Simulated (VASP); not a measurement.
A run of VASP 6.6.1 is set up as follows.

INCAR

```
SYSTEM = HfO2
ALGO = Normal
EDIFF = 1E-7
ENCUT = 520
GGA = CA
ISIF = 2
ISMEAR = 0
LASPH = .True.
LCHARG = .True.
LELF = .True.
LREAL = .False.
LVHAR = .True.
LWAVE = .False.
NBANDS = 31
NELM = 80
PREC = Accurate
SIGMA = 0.05
```

Contents of KPOINTS:

```
k-points
0
Gamma
  6 6 8
  0 0 0
```

POSCAR

```
HfO2
1.0
    4.6391469413      0.0000000000      0.0000000000
    0.0000000000      4.6391469413      0.0000000000
    0.0000000000      0.0000000000      3.3948154698
Hf O
2 4
Direct
    0.0000000000      0.0000000000      0.0000000000
    0.5000000000      0.5000000000      0.5000000000
    0.1951075730      0.8048924270      0.5000000000
    0.3048924270      0.3048924270      0.0000000000
    0.6951075730      0.6951075730      0.0000000000
    0.8048924270      0.1951075730      0.5000000000
```

Potentials or basis: VASP PAW LDA potentials, release 64 (Hf_pv, O).

Command:

```sh
$ cat potpaw_LDA.64/Hf_pv/POTCAR potpaw_LDA.64/O/POTCAR > POTCAR
$ mpirun -np 1 vasp_std > vasp.out
```

(1) Predict the band gap on the k mesh.

(2) What does it give for the pressure?

(3) What does it give for the largest force?

Answers

(1) 3.63 eV.

(2) -4.7 GPa.

(3) 0.755 eV/Å.

Caveat: the cell stands under tension; spin-orbit coupling is left out, which moves the levels of the heavy elements.
